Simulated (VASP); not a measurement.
Write the native input for VASP 6.6.1 that does the following.

```
Task                   : single point
Functional             : PBE
Potentials or basis    : VASP PAW PBE potentials, release 64 (P)
Cutoff                 : 500 eV
k mesh                 : 22 × 22 × 22
Occupations            : fermi-dirac, width 0.08 eV
Spin                   : no spin polarisation
Dipole correction      : no
Further INCAR settings : ALGO = Normal; EDIFF = 1e-06; NBANDS = 8
```

The structure of P lies in POSCAR:

```
P
1.0
    0.0000000000      1.4455212194      1.4455212194
    1.4455212194      0.0000000000      1.4455212194
    1.4455212194      1.4455212194      0.0000000000
P
1
Direct
    0.0000000000      0.0000000000      0.0000000000
```

This cell differs from its parent crystal: volume scaled by 0.416, to set the pressure.

These files were run (other wordings do the same):

INCAR

```
PREC = Accurate
ENCUT = 500
EDIFF = 1E-6
ISMEAR = -1
SIGMA = 0.08
LREAL = F
LASPH = T
NELM = 120
ALGO = Normal
ISIF = 2
LWAVE = F
LCHARG = F
GGA = PE
NBANDS = 8
GGA_COMPAT = F
```

KPOINTS

```
regular mesh
0
Gamma
  22 22 22
```

Potentials or basis: VASP PAW PBE potentials, release 64 (P).

Run with:

```sh
$ cat potpaw_PBE.64/P/POTCAR > POTCAR
$ mpirun -np 1 vasp_std > vasp.out
```

Results of the run:

```json
{
 "Pressure": "441.9 GPa"
}
```

Caveat: the cell differs from its parent crystal (volume scaled by 0.416, to set the pressure).

It took 3.6 s on 1 thread of Intel(R) Xeon(R) 6975P-C (Granite Rapids) (shared host), peak memory 0.11 GiB.
